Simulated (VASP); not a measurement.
# PbSe (I4mm) in VASP: notebook

Runs on PbSe. Level: PBE. Tasks: single point.

Everything below comes from runs of VASP 6.6.1. Logs are shortened: lines on timing, memory, paths and dates and some standing lists are left out, and cuts for length are marked.

## Step 1: The cell of the first run

It takes space group I4mm (No. 107, tetragonal). Conventional cell: a = 4.331 Å, b = 4.331 Å, c = 6.124 Å, α = 90.00°, β = 90.00°, γ = 90.00°. Pb (site symmetry 4mm) has 6 Se at 2.99 to 3.14 Å within 3.9 Å. Se (site symmetry 4mm) has 6 Pb at 2.99 to 3.14 Å within 3.9 Å.

## Step 2: Single point, PBE (all Se atoms moved +0.075 Å, as atom 2 along Cartesian [1 0 0])

Contents of INCAR:

```
PREC = Accurate ; ENCUT = 520
EDIFF = 1E-7 ; ISMEAR = 0
SIGMA = 0.03 ; LREAL = F
LASPH = T ; NELM = 100
ALGO = Normal ; ISIF = 2
LWAVE = F ; LCHARG = T
GGA = PE ; LELF = T
LVHAR = T ; NBANDS = 17
```

Contents of KPOINTS:

```
regular mesh
0
Gamma
  10 10 10
```

Contents of POSCAR:

```
PbSe
1.0
    0.0000000000      3.0621500000      3.0621500000
    3.0621500000      0.0000000000      3.0621500000
    3.0621500000      3.0621500000      0.0000000000
Pb Se
1 1
Direct
    0.0000000000      0.0000000000      0.0000000000
    0.4877537025      0.5122462975      0.5122462975
```

Potentials or basis: VASP PAW PBE potentials, release 64 (Pb_d, Se).

Command:

```sh
$ cat potpaw_PBE.64/Pb_d/POTCAR potpaw_PBE.64/Se/POTCAR > POTCAR
$ mpirun -np 1 vasp_std > vasp.out
```

OUTCAR:

```text
PREC = Accurate
   ENCUT = 520
   EDIFF = 1E-7
   ISMEAR = 0
   LREAL = F
   LASPH = T
   NELM = 100
   ISIF = 2
   GGA = PE

 ion  position               nearest neighbor table
   1  0.000  0.000  0.000-   2 2.99   2 3.06   2 3.06   2 3.06   2 3.06   2 3.14
   2  0.488  0.512  0.512-   1 2.99   1 3.06   1 3.06   1 3.06   1 3.06   1 3.14

  LATTYP: Found a face centered cubic cell.
 ALAT       =     6.1243000000

  Lattice vectors:

 A1 = (   0.0000000000,   3.0621500000,   3.0621500000)
 A2 = (   3.0621500000,   0.0000000000,   3.0621500000)
 A3 = (   3.0621500000,   3.0621500000,   0.0000000000)

Analysis of symmetry for initial positions (statically):
=====================================================================
 Subroutine PRICEL returns:
 Original cell was already a primitive cell.

 Routine SETGRP: Setting up the symmetry group for a
 face centered cubic supercell.

 Subroutine GETGRP returns: Found  8 space group operations
 (whereof  8 operations were pure point group operations)
 out of a pool of 48 trial point group operations.

The static configuration has the point symmetry C_4v.

Analysis of symmetry for dynamics (positions and initial velocities):
=====================================================================
 Subroutine PRICEL returns:
 Original cell was already a primitive cell.

 Routine SETGRP: Setting up the symmetry group for a
 face centered cubic supercell.

 Subroutine GETGRP returns: Found  8 space group operations
 (whereof  8 operations were pure point group operations)
 out of a pool of 48 trial point group operations.

The dynamic configuration has the point symmetry C_4v.

 Subroutine INISYM returns: Found  8 space group operations
 (whereof  8 operations are pure point group operations),
 and found     1 'primitive' translations

----------------------------------------------------------------------------------------

                                     Primitive cell

  volume of cell :      57.4261

  direct lattice vectors                    reciprocal lattice vectors
     0.000000000  3.062150000  3.062150000    -0.163283967  0.163283967  0.163283967
     3.062150000  0.000000000  3.062150000     0.163283967 -0.163283967  0.163283967
     3.062150000  3.062150000  0.000000000     0.163283967  0.163283967 -0.163283967

  length of vectors
     4.330534060  4.330534060  4.330534060     0.282816127  0.282816127  0.282816127

[... 79 lines left out ...]
   NELM   =    100;   NELMIN=  2; NELMDL= -5     # of ELM steps
   EDIFF  = 0.1E-06   stopping-criterion for ELM
   LREAL  =      F    real-space projection
   EDIFFG = 0.1E-05   stopping-criterion for IOM
   NSW    =      0    number of steps for IOM
   IBRION =     -1    ionic relax: 0-MD 1-quasi-New 2-CG
   NFREE  =      0    steps in history (QN), initial steepest desc. (CG)
   ISIF   =      2    stress and relaxation
   ISYM   =      2    0-nonsym 1-usesym 2-fastsym
   POTIM  = 0.5000    time-step for ionic-motion
   TEBEG  =    0.0;   TEEND  =   0.0 temperature during run
   PSTRESS=    0.0 pullay stress
   NELECT =      20.0000    total number of electrons
   NUPDOWN=      -1.0000    fix difference up-down
   EMIN   =  10.00;   EMAX   =-10.00  energy-range for DOS
   EFERMI =   0.00;   METHOD = LEGACY
   ISMEAR =     0;   SIGMA  =   0.03  broadening in eV -4-tet -1-fermi 0-gaus
   EFERMI_NEDOS =   21; number of points for ismear=-14 and -15
   IALGO  =     38    algorithm
   IMIX   =      4    mixing-type and parameters
     AMIX     =   0.40;   BMIX     =  1.00
     AMIX_MAG =   1.60;   BMIX_MAG =  1.00
  volume/ion in A,a.u.               =      28.71       193.77
  Fermi-wavevector in a.u.,A,eV,Ry     =   1.151812  2.176610 18.050462  1.326672
  Thomas-Fermi vector in A             =   2.288467
   LORBIT       =      0    0 simple, 1 ext, 2 COOP (PROOUT), +10 PAW based schemes
   GGA     = PE    functional components
   LHFCALC =     F    Hartree Fock is set to
   AEXX    =    0.0000 exact exchange contribution
   IVDW    =     0    specifies the selected vdW correction
   LEPSILON=     F    determine dielectric tensor
   LRPA    =     F    only Hartree local field effects (RPA)
 non-spin polarized calculation
 Gauss-broadening in eV      SIGMA  =   0.03
  energy-cutoff  :      520.00
  volume of cell :       57.43
 maximum number of plane-waves:      1572
   NGX = 17   NGY = 17   NGZ = 17

 number of electron      19.9999999 magnetization

 Free energy of the ion-electron system (eV)
  ---------------------------------------------------
  ext. energy  EPLUGINS =         0.00000000
  ---------------------------------------------------
  free energy    TOTEN  =        -8.17692589 eV

  energy without entropy =       -8.17692589  energy(sigma->0) =       -8.17692589

 E-fermi :   5.1946     XC(G=0):  -9.5219

 val. band max:        5.0153929306   @ k =   0.5000   0.0000   0.0000
 cond. band min:       5.3872842915   @ k =   0.5000   0.0000   0.0000
 fundamental gap:      0.3718913609
 Fermi energy:         5.1945926811

 k-point     1 :       0.0000    0.0000    0.0000
  band No.  band energies     occupation
      1     -11.7808      2.00000
      2     -11.7797      2.00000
      3     -11.7797      2.00000
      4     -11.7766      2.00000
      5     -11.7764      2.00000
      6      -8.5370      2.00000
[... 457 lines left out ...]
      4     -11.7751      2.00000
      5     -11.7695      2.00000
      6      -8.3370      2.00000
[... 9 lines left out ...]
     16      12.5792      0.00000
     17      14.0893      0.00000

 [... further k-points ...]

------------------------ aborting loop because EDIFF is reached ----------------------------------------

  FORCE on cell =-STRESS in cart. coord.  units (eV):
  Direction    XX          YY          ZZ          XY          YZ          ZX
  --------------------------------------------------------------------------------------
  -------------------------------------------------------------------------------------
  Total        0.9218954      0.8359223      0.8359223      0.0000000     -0.0000000      0.0000000
  in kB       25.7207053     23.3220706     23.3220706      0.0000000     -0.0000000      0.0000000
  external PRESSURE =      24.1216155 kB  Pullay stress =       0.0000000 kB

 VOLUME and BASIS-vectors are now :
 -----------------------------------------------------------------------------
  energy-cutoff  :      520.00
  volume of cell :       57.43
      direct lattice vectors                 reciprocal lattice vectors
     0.000000000  3.062150000  3.062150000    -0.163283967  0.163283967  0.163283967
     3.062150000  0.000000000  3.062150000     0.163283967 -0.163283967  0.163283967
     3.062150000  3.062150000  0.000000000     0.163283967  0.163283967 -0.163283967

 POSITION                                       TOTAL-FORCE (eV/Angst)
 -----------------------------------------------------------------------------------
      0.00000      0.00000      0.00000         0.054367      0.000000      0.000000
      3.13715      3.06215      3.06215        -0.054367      0.000000      0.000000
 -----------------------------------------------------------------------------------
    total drift:                                0.000085      0.000000      0.000000

  FREE ENERGIE OF THE ION-ELECTRON SYSTEM (eV)
  ---------------------------------------------------
  free  energy   TOTEN  =        -8.1769258881 eV

  energy  without entropy=       -8.1769258881  energy(sigma->0) =       -8.17692589
```

OSZICAR:

```text
N       E                     dE             d eps       ncg     rms          rms(c)
DAV:   1     0.157661499154E+03    0.15766E+03   -0.96017E+03  3476   0.121E+03
DAV:   2     0.330121959630E+01   -0.15436E+03   -0.14922E+03  3641   0.306E+02
DAV:   3    -0.817821062168E+01   -0.11479E+02   -0.11397E+02  4509   0.898E+01
DAV:   4    -0.845579456174E+01   -0.27758E+00   -0.27734E+00  4295   0.153E+01
DAV:   5    -0.846518311102E+01   -0.93885E-02   -0.93881E-02  4977   0.280E+00    0.277E+00
DAV:   6    -0.817863082520E+01    0.28655E+00   -0.70200E-01  5453   0.576E+00    0.157E+00
DAV:   7    -0.817384711223E+01    0.47837E-02   -0.11987E-01  4103   0.167E+00    0.854E-01
DAV:   8    -0.817725544738E+01   -0.34083E-02   -0.12792E-02  4218   0.123E+00    0.150E-01
DAV:   9    -0.817685829827E+01    0.39715E-03   -0.26137E-03  5398   0.502E-01    0.515E-02
DAV:  10    -0.817691826819E+01   -0.59970E-04   -0.21971E-04  4083   0.848E-02    0.186E-02
DAV:  11    -0.817692587545E+01   -0.76073E-05   -0.60038E-05  4594   0.768E-02    0.890E-03
DAV:  12    -0.817692584784E+01    0.27609E-07   -0.33635E-06  4459   0.127E-02    0.235E-03
DAV:  13    -0.817692588811E+01   -0.40268E-07   -0.12003E-07  3870   0.308E-03
   1 F= -.81769259E+01 E0= -.81769259E+01  d E =-.216949E-19
```

Run time: 2 min. Hardware: 1 thread of Intel Xeon 8259CL, shared host; peak memory 0.25 GiB.

What came out:

- Free energy: -8.1769 eV
- Pressure: 2.4 GPa
- Largest force: 0.054 eV/Å
- Band gap on the k mesh: 0.37 eV

Forces on the atoms (eV/Å):
```
Pb   0.054  0.000  0.000
Se  -0.054  0.000  0.000
```

Caveat: the cell differs from its parent crystal (all Se atoms moved +0.075 Å, as atom 2 along Cartesian [1 0 0]); spin-orbit coupling is left out, which moves the levels of the heavy elements.

## Step 3: Single point, PBE (all Se atoms moved +0.113 Å, as atom 2 along Cartesian [1 0 0])

Contents of INCAR:

```
PREC = Accurate ; ENCUT = 520
EDIFF = 1E-6 ; ISMEAR = 0
SIGMA = 0.03 ; LREAL = False
LASPH = True ; NELM = 80
ALGO = Normal ; ISIF = 2
LWAVE = False ; LCHARG = True
GGA = PE ; LELF = True
LVHAR = True ; NBANDS = 17
```

Contents of KPOINTS:

```
Automatic mesh
0
Gamma
  10 10 10
```

POSCAR: that of step 2 with these lines changed.

```diff
@@ -9,2 +9,2 @@
     0.0000000000      0.0000000000      0.0000000000
-    0.4877537025      0.5122462975      0.5122462975
+    0.4816305537      0.5183694463      0.5183694463
```

Potentials or basis: VASP PAW PBE potentials, release 64 (Pb_d, Se).

Command:

```sh
$ cat potpaw_PBE.64/Pb_d/POTCAR potpaw_PBE.64/Se/POTCAR > POTCAR
$ mpirun -np 1 vasp_std > vasp.out
```

Run time: 1.9 min. Hardware: 1 thread of Intel Xeon 8259CL, shared host; peak memory 0.25 GiB.

It converged, with:

| Property | Result |
| --- | --- |
| Free energy | -8.1742 eV |
| Pressure | 2.5 GPa |
| Largest force | 0.094 eV/Å |
| Band gap on the k mesh | 0.45 eV |

Forces in eV/Å, atoms in the order of the input:
```
Pb   0.094  0.000  0.000
Se  -0.094  0.000  0.000
```

Stress tensor (GPa, compression positive):
```
2.87 0.00 0.00
0.00 2.33 0.00
0.00 0.00 2.33
```

Levels at points of the mesh, in eV from the valence-band top:
| k point | band 8 | band 9 | band 10 | band 11 | band 12 | band 13 |
| --- | --- | --- | --- | --- | --- | --- |
| (0.00, 0.00, 0.00) | -1.82 | -1.79 | -1.79 | 4.70 | 4.70 | 4.80 |
| (0.50, 0.00, 0.00) | -1.45 | -1.40 | 0.00 | 0.45 | 1.78 | 1.84 |
| (0.50, 0.50, 0.00) | -4.90 | -3.15 | -3.14 | 3.67 | 5.72 | 5.78 |
| (0.00, 0.50, 0.50) | -4.83 | -3.16 | -3.16 | 3.77 | 5.68 | 5.68 |

Caveat: the cell differs from its parent crystal (all Se atoms moved +0.113 Å, as atom 2 along Cartesian [1 0 0]); spin-orbit coupling is left out, which moves the levels of the heavy elements. A k mesh can miss the band edges.

## Step 4: Single point, PBE (all Se atoms moved +0.037 Å, as atom 2 along Cartesian [1 0 0])

Contents of INCAR:

```
ALGO     = Normal         # electronic algorithm
EDIFF    = 1E-6           # SCF threshold, eV
ENCUT    = 520            # plane-wave cutoff, eV
GGA      = PE             # functional
ISIF     = 2              # what is computed and relaxed
ISMEAR   = 0              # smearing method
LASPH    = True           # aspherical terms in the spheres
LCHARG   = True           # write CHGCAR
LELF     = True           # ELF
LREAL    = False          # projectors in reciprocal space
LVHAR    = True         
LWAVE    = False          # write WAVECAR
NBANDS   = 17             # bands
NELM     = 100            # most SCF steps
PREC     = Accurate       # precision mode
SIGMA    = 0.03           # smearing width, eV
```

Contents of KPOINTS:

```
k-points
0
Gamma
  10 10 10
```

POSCAR: that of step 3 with these lines changed.

```diff
@@ -9,2 +9,2 @@
     0.0000000000      0.0000000000      0.0000000000
-    0.4816305537      0.5183694463      0.5183694463
+    0.4938768512      0.5061231488      0.5061231488
```

Potentials or basis: VASP PAW PBE potentials, release 64 (Pb_d, Se).

Command:

```sh
$ cat potpaw_PBE.64/Pb_d/POTCAR potpaw_PBE.64/Se/POTCAR > POTCAR
$ mpirun -np 1 vasp_std > vasp.out
```

OUTCAR:

```text
EDIFF = 1E-6
   ENCUT = 520
   GGA = PE
   ISIF = 2
   ISMEAR = 0
   LASPH = True
   LREAL = False
   NELM = 100
   PREC = Accurate

 ion  position               nearest neighbor table
   1  0.000  0.000  0.000-   2 3.02   2 3.06   2 3.06   2 3.06   2 3.06   2 3.10
   2  0.494  0.506  0.506-   1 3.02   1 3.06   1 3.06   1 3.06   1 3.06   1 3.10

  LATTYP: Found a face centered cubic cell.
 ALAT       =     6.1243000000

  Lattice vectors:

 A1 = (   0.0000000000,   3.0621500000,   3.0621500000)
 A2 = (   3.0621500000,   0.0000000000,   3.0621500000)
 A3 = (   3.0621500000,   3.0621500000,   0.0000000000)

Analysis of symmetry for initial positions (statically):
=====================================================================
 Subroutine PRICEL returns:
 Original cell was already a primitive cell.

 Routine SETGRP: Setting up the symmetry group for a
 face centered cubic supercell.

 Subroutine GETGRP returns: Found  8 space group operations
 (whereof  8 operations were pure point group operations)
 out of a pool of 48 trial point group operations.

The static configuration has the point symmetry C_4v.

Analysis of symmetry for dynamics (positions and initial velocities):
=====================================================================
 Subroutine PRICEL returns:
 Original cell was already a primitive cell.

 Routine SETGRP: Setting up the symmetry group for a
 face centered cubic supercell.

 Subroutine GETGRP returns: Found  8 space group operations
 (whereof  8 operations were pure point group operations)
 out of a pool of 48 trial point group operations.

The dynamic configuration has the point symmetry C_4v.

 Subroutine INISYM returns: Found  8 space group operations
 (whereof  8 operations are pure point group operations),
 and found     1 'primitive' translations

----------------------------------------------------------------------------------------

                                     Primitive cell
[... 109 lines left out ...]
   IMIX   =      4    mixing-type and parameters
     AMIX     =   0.40;   BMIX     =  1.00
     AMIX_MAG =   1.60;   BMIX_MAG =  1.00
  volume/ion in A,a.u.               =      28.71       193.77
  Fermi-wavevector in a.u.,A,eV,Ry     =   1.151812  2.176610 18.050462  1.326672
  Thomas-Fermi vector in A             =   2.288467
   LORBIT       =      0    0 simple, 1 ext, 2 COOP (PROOUT), +10 PAW based schemes
   GGA     = PE    functional components
   LHFCALC =     F    Hartree Fock is set to
   AEXX    =    0.0000 exact exchange contribution
   IVDW    =     0    specifies the selected vdW correction
   LEPSILON=     F    determine dielectric tensor
   LRPA    =     F    only Hartree local field effects (RPA)
 non-spin polarized calculation
 Gauss-broadening in eV      SIGMA  =   0.03
  energy-cutoff  :      520.00
  volume of cell :       57.43
 maximum number of plane-waves:      1572
   NGX = 17   NGY = 17   NGZ = 17

 number of electron      19.9999999 magnetization

 Free energy of the ion-electron system (eV)
  ---------------------------------------------------
  ext. energy  EPLUGINS =         0.00000000
  ---------------------------------------------------
  free energy    TOTEN  =        -8.17837682 eV

  energy without entropy =       -8.17837682  energy(sigma->0) =       -8.17837682

 E-fermi :   5.1955     XC(G=0):  -9.5228

 val. band max:        5.0411007697   @ k =   0.5000   0.0000   0.0000
 cond. band min:       5.3577872193   @ k =   0.5000   0.0000   0.0000
 fundamental gap:      0.3166864496
 Fermi energy:         5.1954520757

 k-point     1 :       0.0000    0.0000    0.0000
  band No.  band energies     occupation
      1     -11.7827      2.00000
      2     -11.7824      2.00000
      3     -11.7824      2.00000
      4     -11.7786      2.00000
      5     -11.7785      2.00000
      6      -8.5319      2.00000
[... 457 lines left out ...]
      4     -11.7779      2.00000
      5     -11.7714      2.00000
      6      -8.3319      2.00000
[... 9 lines left out ...]
     16      12.5778      0.00000
     17      14.0876      0.00000

 [... further k-points ...]

------------------------ aborting loop because EDIFF is reached ----------------------------------------

  FORCE on cell =-STRESS in cart. coord.  units (eV):
  Direction    XX          YY          ZZ          XY          YZ          ZX
  --------------------------------------------------------------------------------------
  -------------------------------------------------------------------------------------
  Total        0.8562668      0.8347615      0.8347615      0.0000000      0.0000000      0.0000000
  in kB       23.8896792     23.2896850     23.2896850      0.0000000      0.0000000      0.0000000
  external PRESSURE =      23.4896831 kB  Pullay stress =       0.0000000 kB

 VOLUME and BASIS-vectors are now :
 -----------------------------------------------------------------------------
  energy-cutoff  :      520.00
  volume of cell :       57.43
      direct lattice vectors                 reciprocal lattice vectors
     0.000000000  3.062150000  3.062150000    -0.163283967  0.163283967  0.163283967
     3.062150000  0.000000000  3.062150000     0.163283967 -0.163283967  0.163283967
     3.062150000  3.062150000  0.000000000     0.163283967  0.163283967 -0.163283967

 POSITION                                       TOTAL-FORCE (eV/Angst)
 -----------------------------------------------------------------------------------
      0.00000      0.00000      0.00000         0.024429      0.000000      0.000000
      3.09965      3.06215      3.06215        -0.024429      0.000000      0.000000
 -----------------------------------------------------------------------------------
    total drift:                               -0.000012      0.000000      0.000000

  FREE ENERGIE OF THE ION-ELECTRON SYSTEM (eV)
  ---------------------------------------------------
  free  energy   TOTEN  =        -8.1783768186 eV

  energy  without entropy=       -8.1783768186  energy(sigma->0) =       -8.17837682
```

It took 1.8 min on 1 thread of Intel Xeon 8259CL, shared host; peak memory 0.25 GiB.

What came out:

```
Free energy            : -8.1784 eV
Pressure               : 2.3 GPa
Largest force          : 0.024 eV/Å
Band gap on the k mesh : 0.32 eV
```

Forces on the atoms (eV/Å):
```
Pb   0.024  0.000  0.000
Se  -0.024  0.000  0.000
```

Levels at points of the mesh, in eV from the valence-band top:
```tsv
k point	band 7	band 8	band 9	band 10	band 11	band 12	band 13	band 14
(0.00, 0.00, 0.00)	-6.30	-1.86	-1.86	-1.86	4.71	4.71	4.72	6.53
(0.50, 0.00, 0.00)	-8.79	-1.46	-1.46	0.00	0.32	1.71	1.72	8.55
(0.50, 0.50, 0.00)	-7.37	-4.96	-3.22	-3.21	3.70	5.62	5.63	6.05
(0.00, 0.50, 0.50)	-7.38	-4.95	-3.22	-3.22	3.71	5.62	5.62	6.05
```

Caveat: the cell differs from its parent crystal (all Se atoms moved +0.037 Å, as atom 2 along Cartesian [1 0 0]); spin-orbit coupling is left out, which moves the levels of the heavy elements. A k mesh can miss the band edges.

## Step 5: The runs side by side

```csv
cell,gap on the mesh (eV),pressure (GPa),largest force (eV/Å)
"as given, atomic positions A",0.37,2.4,0.05
"as given, atomic positions B",0.45,2.5,0.09
"as given, atomic positions C",0.32,2.3,0.02
```

Alike in all rows: task single point; level PBE; potentials or basis VASP PAW PBE potentials, release 64 (Pb_d, Se); no spin polarisation; k mesh 10 × 10 × 10; cutoff (eV) 520; smearing gaussian 0.03 eV.

Caveats: spin-orbit coupling is left out, which moves the levels of the heavy elements.

Absolute energies hang on the potentials; compare differences alone.
